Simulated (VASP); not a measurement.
Input of a VASP 6.6.1 run:

Contents of INCAR:

```
  PREC = Accurate
  ENCUT = 520
  EDIFF = 1E-6
  ISMEAR = 0
  SIGMA = 0.019000000000000003
  LREAL = False
  LASPH = True
  NELM = 150
  ALGO = Normal
  ISIF = 2
  LWAVE = False
  LCHARG = False
  ISPIN = 2
  MAGMOM = 7 0
  LORBIT = 11
  LMAXMIX = 6
  GGA = PE
  NBANDS = 23
```

File KPOINTS:

```
regular mesh
0
Gamma
  9 9 9
```

POSCAR

```
GdO
1.0
    2.8018137600      0.0000000000      0.0000000000
    0.0000000000      2.8018137600      0.0000000000
    0.0000000000      0.0000000000      2.8018137600
Gd O
1 1
Direct
    0.0000000000      0.0000000000      0.0000000000
    0.5000000000      0.5000000000      0.5000000000
```

Potentials or basis: VASP PAW PBE potentials, release 64 (Gd, O).

The run is started by

```sh
$ cat potpaw_PBE.64/Gd/POTCAR potpaw_PBE.64/O/POTCAR > POTCAR
$ mpirun -np 1 vasp_std > vasp.out
```

(1) What does it give for the site moments?

(2) Estimate the pressure.

Results:

(1) Gd +6.70; O +0.01 μB.

(2) 48.4 GPa.

Caveat: the cell stands under pressure; a cell with one magnetic atom can't hold antiferromagnetic order, which such compounds often take.
